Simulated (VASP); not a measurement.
A run of VASP 6.6.1 is set up as follows.

Contents of POSCAR:

```
Sb
1.0
    3.3545324186      0.0000000000      0.0000000000
   -1.6772662093      2.9051102923      0.0000000000
    0.0000000000      0.0000000000      5.4701606500
Sb
2
Direct
    0.6666666667      0.3333333333      0.7500000000
    0.3333333333      0.6666666667      0.2500000000
```

INCAR.step1

```
SYSTEM = Sb
  PREC = Accurate
  ENCUT = 520
  EDIFF = 1E-5
  ISMEAR = -1
  SIGMA = 0.05
  LREAL = .False.
  LASPH = .True.
  NELM = 80
  ALGO = Normal
  ISIF = 2
  LWAVE = .True.
  GGA = PE
  NBANDS = 12
```

The input INCAR.step2:

```
SYSTEM = Sb
  PREC = Accurate
  ENCUT = 520
  EDIFF = 1E-7
  ISMEAR = -1
  SIGMA = 0.05
  LREAL = .False.
  LASPH = .True.
  NELM = 80
  ALGO = Normal
  ISIF = 2
  LWAVE = .False.
  LCHARG = .True.
  METAGGA = R2SCAN
  LHFCALC = .True.
  AEXX = 0.5
  LMIXTAU = .True.
  PRECFOCK = Normal
  LELF = .True.
  LVHAR = .True.
  ISTART = 1
  NBANDS = 12
```

KPOINTS

```
Automatic mesh
0
Gamma
  5 5 3
  0 0 0
```

Potentials or basis: VASP PAW PBE potentials, release 64 (Sb).

Run with:

```sh
$ cat potpaw_PBE.64/Sb/POTCAR > POTCAR
$ cp INCAR.step1 INCAR
$ mpirun -np 1 vasp_std > vasp.out
$ cp INCAR.step2 INCAR
$ mpirun -np 1 vasp_std > vasp.out
```

Question: Estimate the pressure.

Answer: -8.1 GPa.

Question: Predict the band gap on the k mesh.

Answer: Zero (bands 5 and 6 overlap by 9.06 eV).

Stress tensor (GPa, compression positive):
```
-10.13   0.00   0.00
  0.00 -10.13   0.00
  0.00   0.00  -4.03
```

Caveat: the k points lie up to 0.43 Å⁻¹ apart, too coarse for converged energies and pressures of a metal; the PAW data sets were made with another functional, which shifts forces and pressure a little; spin-orbit coupling is left out, which moves the levels of the heavy elements.
